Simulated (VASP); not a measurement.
Write the native input for VASP 6.6.1 that does the following.

* Task: single point
* Functional: PBE
* Potentials or basis: VASP PAW PBE potentials, release 64 (Zn)
* Cutoff: 520 eV
* k mesh: 14 × 14 × 7
* Occupations: fermi-dirac, width 0.1 eV
* Spin: non-collinear spin, zero start, spin-orbit coupling
* Starting moments: [[0.0, 0.0, 0.0], [0.0, 0.0, 0.0]] μB
* Dipole correction: no
* Further INCAR settings: ALGO = Normal; EDIFF = 1e-06; NBANDS = 36

The structure of Zn lies in POSCAR:

```
Zn
1.0
    2.6556371459      0.0000000000      0.0000000000
   -1.3278185730      2.2998492316      0.0000000000
    0.0000000000      0.0000000000      4.9624610753
Zn
2
Direct
    0.3333333333      0.6666666667      0.2500000000
    0.6666666667      0.3333333333      0.7500000000
```

These files were run (other wordings do the same):

INCAR

```
SYSTEM = Zn
ALGO = Normal
EDIFF = 1E-6
ENCUT = 520
GGA = PE
GGA_COMPAT = .False.
ISIF = 2
ISMEAR = -1
LASPH = .True.
LCHARG = .False.
LORBIT = 11
LORBMOM = .True.
LREAL = .False.
LSORBIT = .True.
LWAVE = .False.
MAGMOM = 0 0 0 0 0 0
NBANDS = 36
NELM = 150
PREC = Accurate
SIGMA = 0.1
```

KPOINTS

```
k-points
0
Gamma
  14 14 7
  0 0 0
```

Potentials or basis: VASP PAW PBE potentials, release 64 (Zn).

Launch:

```bash
$ cat potpaw_PBE.64/Zn/POTCAR > POTCAR
$ mpirun -np 1 vasp_ncl > vasp.out
```

Results of the run:

```yaml
Pressure: 0.5 GPa
Net_moment: 0.00 μB per cell
Valence_electrons_inside_the_program's_atomic_spheres: Zn 10.77
```

It took 4.2 min on 1 thread of Intel Xeon 8259CL, on a shared host, peak memory 0.3 GiB.
